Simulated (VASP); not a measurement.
# CaSe (Pm-3m) in VASP: further runs

The runs below take CaSe through single point, with r2SCAN, PBE.

Program: VASP 6.6.1. These are calculated values, not measurements. Logs are shortened: lines on timing, memory, paths and dates and some standing lists are left out, and cuts for length are marked.

**1. The cell of the first run**

It takes space group Pm-3m (No. 221, cubic). Conventional cell: a = 3.635 Å, b = 3.635 Å, c = 3.635 Å, α = 90.00°, β = 90.00°, γ = 90.00°. Ca (site symmetry m-3m) has 8 Se at 3.15 Å and 6 Ca at 3.63 Å within 4.1 Å. Within 4.1 Å of Se (site symmetry m-3m) lie 8 Ca at 3.15 Å and 6 Se at 3.63 Å.

**2. Single point, r2SCAN**

POSCAR reads:

```
CaSe
1.0
    3.6347849158      0.0000000000      0.0000000000
    0.0000000000      3.6347849158      0.0000000000
    0.0000000000      0.0000000000      3.6347849158
Ca Se
1 1
Direct
    0.0000000000      0.0000000000      0.0000000000
    0.5000000000      0.5000000000      0.5000000000
```

INCAR.step1 reads:

```
PREC     = Accurate       # precision mode
ENCUT    = 520            # plane-wave cutoff, eV
ISMEAR   = 0              # smearing method
SIGMA    = 0.01           # smearing width, eV
LREAL    = F              # projectors in reciprocal space
LASPH    = T              # aspherical terms in the spheres
NELM     = 100            # most SCF steps
NBANDS   = 15             # bands
GGA      = PE             # functional
ALGO     = Normal         # electronic algorithm
EDIFF    = 1E-4           # SCF threshold, eV
LWAVE    = T              # write WAVECAR
LCHARG   = F              # write CHGCAR
```

INCAR.step2 reads:

```
PREC     = Accurate       # precision mode
ENCUT    = 520            # plane-wave cutoff, eV
EDIFF    = 1E-6           # SCF threshold, eV
ISMEAR   = 0              # smearing method
SIGMA    = 0.01           # smearing width, eV
LREAL    = F              # projectors in reciprocal space
LASPH    = T              # aspherical terms in the spheres
NELM     = 100            # most SCF steps
ALGO     = Normal         # electronic algorithm
ISIF     = 2              # what is computed and relaxed
LWAVE    = F              # write WAVECAR
LCHARG   = F              # write CHGCAR
METAGGA  = R2SCAN         # meta-GGA
LMIXTAU  = T            
NBANDS   = 15             # bands
ISTART   = 1
```

KPOINTS reads:

```
Automatic mesh
0
Gamma
  6 6 6
```

Potentials or basis: VASP PAW PBE potentials, release 64 (Ca_sv, Se).

Started as:

```
cat potpaw_PBE.64/Ca_sv/POTCAR potpaw_PBE.64/Se/POTCAR > POTCAR
cp INCAR.step1 INCAR
mpirun -np 1 vasp_std > vasp.out
cp INCAR.step2 INCAR
mpirun -np 1 vasp_std > vasp.out
```

OUTCAR:

```text
PREC = Accurate
   ENCUT = 520
   EDIFF = 1E-6
   ISMEAR = 0
   LREAL = F
   LASPH = T
   NELM = 100
   ISIF = 2
   METAGGA = R2SCAN
   ISTART = 1

 ion  position               nearest neighbor table
   1  0.000  0.000  0.000-
   2  0.500  0.500  0.500-

  LATTYP: Found a simple cubic cell.
 ALAT       =     3.6347849158

  Lattice vectors:

 A1 = (   3.6347849158,   0.0000000000,   0.0000000000)
 A2 = (   0.0000000000,   3.6347849158,   0.0000000000)
 A3 = (   0.0000000000,   0.0000000000,   3.6347849158)

Analysis of symmetry for initial positions (statically):
=====================================================================
 Subroutine PRICEL returns:
 Original cell was already a primitive cell.

 Routine SETGRP: Setting up the symmetry group for a
 simple cubic supercell.

 Subroutine GETGRP returns: Found 48 space group operations
 (whereof 48 operations were pure point group operations)
 out of a pool of 48 trial point group operations.

The static configuration has the point symmetry O_h .

Analysis of symmetry for dynamics (positions and initial velocities):
=====================================================================
 Subroutine PRICEL returns:
 Original cell was already a primitive cell.

 Routine SETGRP: Setting up the symmetry group for a
 simple cubic supercell.

 Subroutine GETGRP returns: Found 48 space group operations
 (whereof 48 operations were pure point group operations)
 out of a pool of 48 trial point group operations.

The dynamic configuration has the point symmetry O_h .

 Subroutine INISYM returns: Found 48 space group operations
 (whereof 48 operations are pure point group operations),
 and found     1 'primitive' translations

----------------------------------------------------------------------------------------

                                     Primitive cell

  volume of cell :      48.0215

  direct lattice vectors                    reciprocal lattice vectors
     3.634784916  0.000000000  0.000000000     0.275119443  0.000000000  0.000000000
     0.000000000  3.634784916  0.000000000     0.000000000  0.275119443  0.000000000
     0.000000000  0.000000000  3.634784916     0.000000000  0.000000000  0.275119443

  length of vectors
     3.634784916  3.634784916  3.634784916     0.275119443  0.275119443  0.275119443

  position of ions in fractional coordinates (direct lattice)
     0.000000000  0.000000000  0.000000000
     0.500000000  0.500000000  0.500000000

  ion indices of the primitive-cell ions
   primitive index   ion index
                 1           1
                 2           2

----------------------------------------------------------------------------------------

 KPOINTS: Automatic mesh

Automatic generation of k-mesh.
 Grid dimensions read from file:
 generate k-points for:    6    6    6

 Generating k-lattice:

  Cartesian coordinates                     Fractional coordinates (reciprocal lattice)
     0.045853240  0.000000000  0.000000000     0.166666667  0.000000000  0.000000000
     0.000000000  0.045853240  0.000000000     0.000000000  0.166666667  0.000000000
     0.000000000  0.000000000  0.045853240     0.000000000  0.000000000  0.166666667

  Length of vectors
     0.045853240  0.045853240  0.045853240

  Shift w.r.t. Gamma in fractional coordinates (k-lattice)
     0.000000000  0.000000000  0.000000000

 Subroutine IBZKPT returns following result:
 ===========================================

 Found     20 irreducible k-points:

 Following reciprocal coordinates:
            Coordinates               Weight
  0.000000  0.000000  0.000000      1.000000
  0.166667  0.000000  0.000000      6.000000
  0.333333  0.000000  0.000000      6.000000
  0.500000  0.000000  0.000000      3.000000
  0.166667  0.166667  0.000000     12.000000
  0.333333  0.166667  0.000000     24.000000
[... 12 lines left out ...]
  0.500000  0.500000  0.333333      6.000000
  0.500000  0.500000  0.500000      1.000000
   k-points           NKPTS =     20   k-points in BZ     NKDIM =     20   number of bands    NBANDS=     15
   number of dos      NEDOS =    301   number of ions     NIONS =      2
   total plane-waves  NPLWV =  21952
   dimension x,y,z NGX =    28 NGY =   28 NGZ =   28
   dimension x,y,z NGXF=    56 NGYF=   56 NGZF=   56
   ions per type =               1   1
   NGX,Y,Z   is equivalent  to a cutoff of  12.81, 12.81, 12.81 a.u.
   NGXF,Y,Z  is equivalent  to a cutoff of  25.61, 25.61, 25.61 a.u.
 SYSTEM =  unknown system
   PREC   = accura    normal or accurate (medium, high low for compatibility)
   ISTART =      1    job   : 0-new  1-cont  2-samecut
   ICHARG =      0    charge: 1-file 2-atom 10-const
   ISPIN  =      1    spin polarized calculation?
   LNONCOLLINEAR =      F non collinear calculations
   LSORBIT =      F    spin-orbit coupling
   LASPH  =      T    aspherical Exc in radial PAW
   ENCUT  =  520.0 eV  38.22 Ry    6.18 a.u.   6.76  6.76  6.76*2*pi/ulx,y,z
   NELM   =    100;   NELMIN=  2; NELMDL=  0     # of ELM steps
   EDIFF  = 0.1E-05   stopping-criterion for ELM
   LREAL  =      F    real-space projection
   EDIFFG = 0.1E-04   stopping-criterion for IOM
   NSW    =      0    number of steps for IOM
   IBRION =     -1    ionic relax: 0-MD 1-quasi-New 2-CG
   NFREE  =      0    steps in history (QN), initial steepest desc. (CG)
   ISIF   =      2    stress and relaxation
   ISYM   =      2    0-nonsym 1-usesym 2-fastsym
   POTIM  = 0.5000    time-step for ionic-motion
   TEBEG  =    0.0;   TEEND  =   0.0 temperature during run
   PSTRESS=    0.0 pullay stress
   NELECT =      16.0000    total number of electrons
   NUPDOWN=      -1.0000    fix difference up-down
   EMIN   =  10.00;   EMAX   =-10.00  energy-range for DOS
   EFERMI =   0.00;   METHOD = LEGACY
   ISMEAR =     0;   SIGMA  =   0.01  broadening in eV -4-tet -1-fermi 0-gaus
   EFERMI_NEDOS =   21; number of points for ismear=-14 and -15
   IALGO  =     38    algorithm
   IMIX   =      4    mixing-type and parameters
     AMIX     =   0.40;   BMIX     =  1.00
     AMIX_MAG =   1.60;   BMIX_MAG =  1.00
  volume/ion in A,a.u.               =      24.01       162.03
  Fermi-wavevector in a.u.,A,eV,Ry     =   1.134931  2.144709 17.525233  1.288068
  Thomas-Fermi vector in A             =   2.271635
   LORBIT       =      0    0 simple, 1 ext, 2 COOP (PROOUT), +10 PAW based schemes
   METAGGA = R2SCAN    functional components
   LHFCALC =     F    Hartree Fock is set to
   AEXX    =    0.0000 exact exchange contribution
   IVDW    =     0    specifies the selected vdW correction
   LEPSILON=     F    determine dielectric tensor
   LRPA    =     F    only Hartree local field effects (RPA)
 non-spin polarized calculation
 Gauss-broadening in eV      SIGMA  =   0.01
  energy-cutoff  :      520.00
  volume of cell :       48.02
 maximum number of plane-waves:      1328
 NGX is ok and might be reduce to    28
   NGX = 13   NGY = 13   NGZ = 13

 number of electron      16.0000007 magnetization

 Free energy of the ion-electron system (eV)
  ---------------------------------------------------
  ext. energy  EPLUGINS =         0.00000000
  ---------------------------------------------------
  free energy    TOTEN  =       -25.22013187 eV

  energy without entropy =      -25.22013187  energy(sigma->0) =      -25.22013187

 E-fermi :   4.1387     XC(G=0): -10.0211

 val. band max:        4.0608894885   @ k =   0.5000   0.5000   0.0000
 cond. band min:       5.3008808083   @ k =   0.5000   0.5000   0.0000
 fundamental gap:      1.2399913198
 Fermi energy:         4.1387399441

 k-point     1 :       0.0000    0.0000    0.0000
  band No.  band energies     occupation
      1     -38.9401      2.00000
      2     -18.9971      2.00000
      3     -18.9971      2.00000
      4     -18.9971      2.00000
      5      -9.4206      2.00000
      6       3.1756      2.00000
      7       3.1756      2.00000
      8       3.1756      2.00000
      9       5.5852      0.00000
     10       5.5852      0.00000
     11       6.9568      0.00000
     12       8.9254      0.00000
     13       8.9254      0.00000
     14       8.9254      0.00000
     15      13.7779      0.00000

 k-point     2 :       0.1667    0.0000    0.0000
  band No.  band energies     occupation
      1     -38.9371      2.00000
      2     -19.0426      2.00000
      3     -18.9928      2.00000
      4     -18.9928      2.00000
      5      -9.2494      2.00000
      6       1.6444      2.00000
      7       3.1401      2.00000
      8       3.1401      2.00000
      9       5.7783      0.00000
     10       6.4171      0.00000
     11       8.1722      0.00000
     12       8.9902      0.00000
     13       9.0654      0.00000
     14       9.0654      0.00000
     15      13.0660      0.00000

 k-point     3 :       0.3333    0.0000    0.0000
  band No.  band energies     occupation
      1     -38.9310      2.00000
      2     -19.1318      2.00000
      3     -18.9842      2.00000
      4     -18.9842      2.00000
      5      -8.8686      2.00000
      6      -0.1662      2.00000
      7       3.0633      2.00000
      8       3.0633      2.00000
      9       6.2478      0.00000
     10       7.8346      0.00000
     11       9.1260      0.00000
     12       9.5011      0.00000
     13       9.5011      0.00000
     14       9.5958      0.00000
     15      11.7376      0.00000

 k-point     4 :       0.5000    0.0000    0.0000
  band No.  band energies     occupation
      1     -38.9280      2.00000
      2     -19.1756      2.00000
      3     -18.9798      2.00000
      4     -18.9798      2.00000
      5      -8.6522      2.00000
      6      -0.8925      2.00000
      7       3.0223      2.00000
      8       3.0223      2.00000
      9       6.5510      0.00000
     10       9.1974      0.00000
     11       9.3418      0.00000
     12       9.4334      0.00000
     13       9.8696      0.00000
     14       9.8696      0.00000
     15      11.0677      0.00000
[... 235 lines left out ...]
 k-point    18 :       0.5000    0.3333    0.3333
  band No.  band energies     occupation
      1     -38.9109      2.00000
      2     -19.1225      2.00000
      3     -19.0813      2.00000
      4     -19.0764      2.00000
      5      -8.0321      2.00000
      6       0.2547      2.00000
      7       0.7961      2.00000
      8       1.1579      2.00000
      9       7.1352      0.00000
     10       7.5302      0.00000
     11       7.9174      0.00000
     12       9.8682      0.00000
     13      10.2323      0.00000
     14      11.1532      0.00000
     15      11.3303      0.00000

 k-point    19 :       0.5000    0.5000    0.3333
  band No.  band energies     occupation
      1     -38.9081      2.00000
      2     -19.1150      2.00000
      3     -19.1150      2.00000
      4     -19.0730      2.00000
      5      -7.8870      2.00000
      6       0.3290      2.00000
      7       0.3290      2.00000
      8       0.9808      2.00000
      9       7.1832      0.00000
     10       8.1121      0.00000
     11       8.1121      0.00000
     12       9.9512      0.00000
     13      10.0069      0.00000
     14      10.6041      0.00000
     15      11.1921      0.00000

 k-point    20 :       0.5000    0.5000    0.5000
  band No.  band energies     occupation
      1     -38.9054      2.00000
      2     -19.1084      2.00000
      3     -19.1084      2.00000
      4     -19.1084      2.00000
      5      -7.7176      2.00000
      6       0.2949      2.00000
      7       0.2949      2.00000
      8       0.2949      2.00000
      9       8.4465      0.00000
     10       8.4465      0.00000
     11       8.4465      0.00000
     12       9.9684      0.00000
     13       9.9684      0.00000
     14      10.3581      0.00000
     15      10.3581      0.00000

------------------------ aborting loop because EDIFF is reached ----------------------------------------

  FORCE on cell =-STRESS in cart. coord.  units (eV):
  Direction    XX          YY          ZZ          XY          YZ          ZX
  --------------------------------------------------------------------------------------
  -------------------------------------------------------------------------------------
  Total        0.0680982      0.0680982      0.0680982      0.0000000      0.0000000      0.0000000
  in kB        2.2720081      2.2720081      2.2720081      0.0000000      0.0000000      0.0000000
  external PRESSURE =       2.2720081 kB  Pullay stress =       0.0000000 kB

 VOLUME and BASIS-vectors are now :
 -----------------------------------------------------------------------------
  energy-cutoff  :      520.00
  volume of cell :       48.02
      direct lattice vectors                 reciprocal lattice vectors
     3.634784916  0.000000000  0.000000000     0.275119443  0.000000000  0.000000000
     0.000000000  3.634784916  0.000000000     0.000000000  0.275119443  0.000000000
     0.000000000  0.000000000  3.634784916     0.000000000  0.000000000  0.275119443

 POSITION                                       TOTAL-FORCE (eV/Angst)
 -----------------------------------------------------------------------------------
      0.00000      0.00000      0.00000         0.000000      0.000000      0.000000
      1.81739      1.81739      1.81739         0.000000      0.000000      0.000000
 -----------------------------------------------------------------------------------
    total drift:                               -0.000000      0.000000      0.000000

  FREE ENERGIE OF THE ION-ELECTRON SYSTEM (eV)
  ---------------------------------------------------
  free  energy   TOTEN  =       -25.2201318743 eV

  energy  without entropy=      -25.2201318743  energy(sigma->0) =      -25.22013187
```

Wall time 52 s (1 thread of Intel Xeon Platinum 8488C (Sapphire Rapids), shared host); peak memory 0.16 GiB.

Results:

| Quantity | Value |
| --- | --- |
| Free energy | -25.2201 eV |
| Pressure | 0.2 GPa |
| Band gap on the k mesh | 1.24 eV, direct |

Levels at points of the mesh, in eV from the valence-band top:
| k point | band 4 | band 5 | band 6 | band 7 | band 8 | band 9 | band 10 | band 11 | band 12 | band 13 |
| --- | --- | --- | --- | --- | --- | --- | --- | --- | --- | --- |
| (0.00, 0.00, 0.00) | -23.06 | -13.48 | -0.89 | -0.89 | -0.89 | 1.52 | 1.52 | 2.90 | 4.86 | 4.86 |
| (0.50, 0.00, 0.00) | -23.04 | -12.71 | -4.95 | -1.04 | -1.04 | 2.49 | 5.14 | 5.28 | 5.37 | 5.81 |
| (0.50, 0.50, 0.00) | -23.03 | -12.38 | -3.64 | -3.64 | 0.00 | 1.24 | 3.48 | 3.62 | 3.62 | 5.84 |
| (0.50, 0.50, 0.50) | -23.17 | -11.78 | -3.77 | -3.77 | -3.77 | 4.39 | 4.39 | 4.39 | 5.91 | 5.91 |

Caveat: the PAW data sets were made with another functional, which shifts forces and pressure a little. r2SCAN opens gaps a little over a GGA but as a rule still falls short of measured ones.

**3. Single point, r2SCAN (volume changed by +3%)**

POSCAR reads:

```
CaSe
1.0
    3.6707752259      0.0000000000      0.0000000000
    0.0000000000      3.6707752259      0.0000000000
    0.0000000000      0.0000000000      3.6707752259
Ca Se
1 1
Direct
    0.0000000000      0.0000000000      0.0000000000
    0.5000000000      0.5000000000      0.5000000000
```

INCAR.step1 reads:

```
SYSTEM = CaSe
ALGO = Normal
EDIFF = 1E-4
ENCUT = 520
GGA = PE
ISMEAR = 0
LASPH = .TRUE.
LCHARG = .FALSE.
LREAL = .FALSE.
LWAVE = .TRUE.
NBANDS = 15
NELM = 80
PREC = Accurate
SIGMA = 0.01
```

INCAR.step2 reads:

```
SYSTEM = CaSe
ALGO = Normal
EDIFF = 1E-7
ENCUT = 520
ISIF = 2
ISMEAR = 0
ISTART = 1
LASPH = .TRUE.
LCHARG = .FALSE.
LMIXTAU = .TRUE.
LREAL = .FALSE.
LWAVE = .FALSE.
METAGGA = R2SCAN
NBANDS = 15
NELM = 80
PREC = Accurate
SIGMA = 0.01
```

KPOINTS reads:

```
k-points
0
G
  6 6 6
  0 0 0
```

Potentials or basis: VASP PAW PBE potentials, release 64 (Ca_sv, Se).

Started as:

```
cat potpaw_PBE.64/Ca_sv/POTCAR potpaw_PBE.64/Se/POTCAR > POTCAR
cp INCAR.step1 INCAR
mpirun -np 1 vasp_std > vasp.out
cp INCAR.step2 INCAR
mpirun -np 1 vasp_std > vasp.out
```

It took 65 s on 1 thread of Intel Xeon Platinum 8488C (Sapphire Rapids), shared host; peak memory 0.16 GiB.

The run converged. Its results:

| Quantity | Value |
| --- | --- |
| Free energy | -25.2153 eV |
| Pressure | -1.3 GPa |
| Band gap on the k mesh | 1.28 eV, direct |

Levels at points of the mesh, in eV from the valence-band top:
```
           k point  band 4  band 5  band 6  band 7  band 8  band 9  band 10  band 11  band 12  band 13
(0.00, 0.00, 0.00)  -23.11  -13.33   -0.86   -0.86   -0.86    1.60     1.60     2.71     4.81     4.81
(0.50, 0.00, 0.00)  -23.10  -12.61   -4.79   -0.99   -0.99    2.52     5.07     5.19     5.22     5.69
(0.50, 0.50, 0.00)  -23.08  -12.29   -3.52   -3.52    0.00    1.28     3.44     3.63     3.63     5.74
(0.50, 0.50, 0.50)  -23.21  -11.73   -3.61   -3.61   -3.61    4.35     4.35     4.35     5.80     5.80
```

Caveat: the PAW data sets were made with another functional, which shifts forces and pressure a little.

**4. Single point, PBE**

INCAR reads:

```
SYSTEM = CaSe
  PREC = Accurate
  ENCUT = 520
  EDIFF = 1E-7
  ISMEAR = 0
  SIGMA = 0.01
  LREAL = .False.
  LASPH = .True.
  NELM = 80
  ALGO = Normal
  ISIF = 2
  LWAVE = .False.
  LCHARG = .False.
  GGA = PE
  NBANDS = 15
```

KPOINTS reads:

```
Automatic mesh
0
Gamma
  8 8 8
  0 0 0
```

POSCAR reads:

```
CaSe
1.0
    3.6347849158      0.0000000000      0.0000000000
    0.0000000000      3.6347849158      0.0000000000
    0.0000000000      0.0000000000      3.6347849158
Ca Se
1 1
Direct
    0.0000000000      0.0000000000      0.0000000000
    0.5000000000      0.5000000000      0.5000000000
```

Started as:

```
cat potpaw_PBE.64/Ca_sv/POTCAR potpaw_PBE.64/Se/POTCAR > POTCAR
mpirun -np 1 vasp_std > vasp.out
```

Run time: 30 s. Hardware: 1 thread of Intel Xeon Platinum 8488C (Sapphire Rapids), shared host; peak memory 0.16 GiB.

Results (log left out):

```
Free energy            : -8.8009 eV
Pressure               : 0.8 GPa
Band gap on the k mesh : 0.76 eV, direct
```

Levels at points of the mesh, in eV from the valence-band top:
```
           k point  band 4  band 5  band 6  band 7  band 8  band 9  band 10  band 11  band 12  band 13
(0.00, 0.00, 0.00)  -22.25  -13.04   -0.87   -0.87   -0.87    1.09     1.09     2.09     4.38     4.38
(0.50, 0.00, 0.00)  -22.24  -12.30   -4.91   -1.05   -1.05    2.01     4.63     4.63     4.80     5.30
(0.50, 0.50, 0.00)  -22.22  -11.99   -3.56   -3.56    0.00    0.76     2.94     3.17     3.17     5.36
(0.50, 0.50, 0.50)  -22.37  -11.43   -3.70   -3.70   -3.70    3.85     3.85     3.85     5.43     5.43
```

A k mesh can miss the band edges.

**5. Summary**

| level | cell | k mesh | gap on the mesh (eV) | pressure (GPa) |
| --- | --- | --- | --- | --- |
| r2SCAN | a = 3.635 Å, 2 atoms | 6 × 6 × 6 | 1.24 | 0.2 |
| r2SCAN | a = 3.671 Å, 2 atoms | 6 × 6 × 6 | 1.28 | -1.3 |
| PBE | a = 3.635 Å, 2 atoms | 8 × 8 × 8 | 0.76 | 0.8 |

Alike in all rows: task single point; potentials or basis VASP PAW PBE potentials, release 64 (Ca_sv, Se); no spin polarisation; cutoff (eV) 520; smearing gaussian 0.01 eV.

Caveats: the PAW data sets were made with another functional, which shifts forces and pressure a little (some runs).

Total energies depend on the potentials used, so only differences within one code and one set of settings carry meaning.
